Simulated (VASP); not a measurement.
A run of VASP 6.6.1 is set up as follows.

File INCAR:

```
SYSTEM = Ag2Ir
PREC     = Accurate       ! precision mode
ENCUT    = 630            ! plane-wave cutoff, eV
EDIFF    = 1E-6           ! SCF threshold, eV
ISMEAR   = -1             ! smearing method
SIGMA    = 0.1            ! smearing width, eV
LREAL    = .False.        ! projectors in reciprocal space
LASPH    = .True.         ! aspherical terms in the spheres
NELM     = 120            ! most SCF steps
ALGO     = Normal         ! electronic algorithm
ISIF     = 2              ! what is computed and relaxed
LWAVE    = .False.        ! write WAVECAR
LCHARG   = .False.        ! write CHGCAR
GGA      = PS             ! functional
NBANDS   = 64             ! bands
GGA_COMPAT= .False.
```

File KPOINTS:

```
Automatic mesh
0
Gamma
  7 7 7
  0 0 0
```

Contents of POSCAR:

```
Ag2Ir
1.0
    4.9031234000      0.0000000000      0.0000000000
    0.0000000000      4.9031234000      0.0000000000
    0.0000000000      0.0000000000      4.9031234000
Ir Ag
2 4
Direct
    0.0000000000      0.0000000000      0.0000000000
    0.5000000000      0.5000000000      0.5000000000
    0.2500000000      0.2500000000      0.2500000000
    0.7500000000      0.7500000000      0.2500000000
    0.2500000000      0.7500000000      0.7500000000
    0.7500000000      0.2500000000      0.7500000000
```

Potentials or basis: VASP PAW PBE potentials, release 64 (Ir_sv_GW, Ag_sv_GW).

The run is started by

```sh
$ cat potpaw_PBE.64/Ir_sv_GW/POTCAR potpaw_PBE.64/Ag_sv_GW/POTCAR > POTCAR
$ mpirun -np 1 vasp_std > vasp.out
```

(1) What does it give for the band gap on the k mesh?

(2) Predict the pressure.

Answers

(1) zero (bands 55 and 56 overlap by 1.33 eV).

(2) 68.0 GPa.

Caveat: the cell stands under pressure; the PAW data sets were made with another functional, which shifts forces and pressure a little; spin-orbit coupling is left out, which moves the levels of the heavy elements.
